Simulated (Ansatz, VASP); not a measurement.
**One calculation of SiC, two programs**

```
Si C
1.0
     4.35629    0.00000    0.00000
     0.00000    2.17814   -2.17814
     0.43563    6.53443    6.53443
Si C
6 6
Cartesian
  0.0000 1.6335 1.6335
  2.1781 3.8116 1.6335
  0.0000 3.8116 3.8116
  2.1781 5.9898 3.8116
  0.0000 5.9898 5.9898
  2.1781 1.6335 -0.5446
  3.2672 2.7226 2.7226
  1.0891 4.9007 2.7226
  3.2672 4.9007 4.9007
  1.0891 7.0789 4.9007
  3.2672 0.5444 0.5444
  1.0891 2.7226 0.5444
```

Alike in both runs: task single point; functional r2SCAN; k mesh 6 × 9 × 3; occupations gaussian, width 0.05 eV; no spin polarisation.

|  | VASP | Ansatz |
| --- | --- | --- |
| version | VASP 6.6.1 | Ansatz 0.2.0 |
| potentials or method | VASP PAW PBE potentials, release 64 (Si, C), cutoff 660 eV | scalar-relativistic, plane waves, PAW |
| valence electrons in the cell | 48 | 48 |

|  | VASP | Ansatz | Ansatz less VASP |
| --- | --- | --- | --- |
| gap on the k mesh at the Fermi level (eV) | 1.20 | 1.19 | -0.012 |
| least direct gap on the mesh (eV) | 1.53 | 1.52 | -0.015 |
| pressure (GPa) | 2.4 | 2.8 | +0.42 |
| traceless stress, the component that is largest in VASP (GPa) | -8.70 | -8.66 | +0.039 |
| rms of the force components (eV/Å) | 1.445 | 1.453 | +0.0081 |

VASP's potentials were made for PBE, not for r2SCAN. Atom by atom the forces differ by 0.011 eV/Å (rms over components).
